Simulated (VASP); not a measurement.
Here is a VASP 6.6.1 calculation.

INCAR

```
PREC = Accurate ; ENCUT = 520
EDIFF = 1E-7 ; ISMEAR = -1
SIGMA = 0.1 ; LREAL = False
LASPH = True ; NELM = 100
ALGO = Normal ; ISIF = 2
LWAVE = False ; LCHARG = False
GGA = PE ; NBANDS = 20
```

KPOINTS

```
regular mesh
0
Gamma
  17 17 17
```

Contents of POSCAR:

```
Ga
1.0
   -2.3689178079      2.3689178079      1.2425017646
    2.3689178079     -2.3689178079      1.2425017646
    2.3689178079      2.3689178079     -1.2425017646
Ga
2
Direct
   -0.3750000000     -0.1250000000     -0.2500000000
    0.3750000000      0.1250000000      0.2500000000
```

Potentials or basis: VASP PAW PBE potentials, release 64 (Ga_d).

Launch:

```bash
$ cat potpaw_PBE.64/Ga_d/POTCAR > POTCAR
$ mpirun -np 1 vasp_std > vasp.out
```

(1) Estimate the pressure.

(2) What does it give for the band gap on the k mesh?

## Answers

(1) 39.3 GPa.

(2) zero (band 13 reaches 12.02 eV, above the bottom of band 14 at 2.63 eV).
